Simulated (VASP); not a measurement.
Write the native input for VASP 6.6.1 that does the following.

* Task: single point
* Functional: PBE
* Potentials or basis: VASP PAW PBE potentials, release 64 (Mo_sv, S)
* Cutoff: 520 eV
* k mesh: 8 × 8 × 2
* Occupations: fermi-dirac, width 0.1 eV
* Spin: no spin polarisation
* Dipole correction: no
* Further INCAR settings: ALGO = Normal; EDIFF = 1e-07; NBANDS = 35

The structure of MoS2 lies in POSCAR:

```
MoS2
1.0
    3.1951912704      0.0000000000      0.0000000000
   -1.5975956352      2.7671122683      0.0000000000
    0.0000000000      0.0000000000     12.4258558587
Mo S
2 4
Direct
    0.3333333333      0.6666666667      0.2500000000
    0.6666666667      0.3333333333      0.7500000000
    0.3333333333      0.6666666667      0.6230000000
    0.6666666667      0.3333333333      0.1230000000
    0.3333333333      0.6666666667      0.8770000000
    0.6666666667      0.3333333333      0.3770000000
```

These files were run (other wordings do the same):

INCAR

```
  ALGO = Normal
  EDIFF = 1E-7
  ENCUT = 520
  GGA = PE
  ISIF = 2
  ISMEAR = -1
  LASPH = True
  LCHARG = False
  LREAL = False
  LWAVE = False
  NBANDS = 35
  NELM = 60
  PREC = Accurate
  SIGMA = 0.1
```

KPOINTS

```
k-points
0
Gamma
  8 8 2
```

Potentials or basis: VASP PAW PBE potentials, release 64 (Mo_sv, S).

Run with:

```sh
$ cat potpaw_PBE.64/Mo_sv/POTCAR potpaw_PBE.64/S/POTCAR > POTCAR
$ mpirun -np 1 vasp_std > vasp.out
```

Results of the run:

The pressure is -1.7 GPa and the largest force is 0.453 eV/Å. The band gap on the k mesh is 1.01 eV, indirect (least direct gap 1.87 eV).

Caveat: this functional lacks dispersion, which binds the layers, so the pressure and a relaxed spacing across them are unreliable.

It took 56 s on 1 thread of AMD EPYC 7R13 Processor (Zen 3) (shared host), peak memory 0.21 GiB.
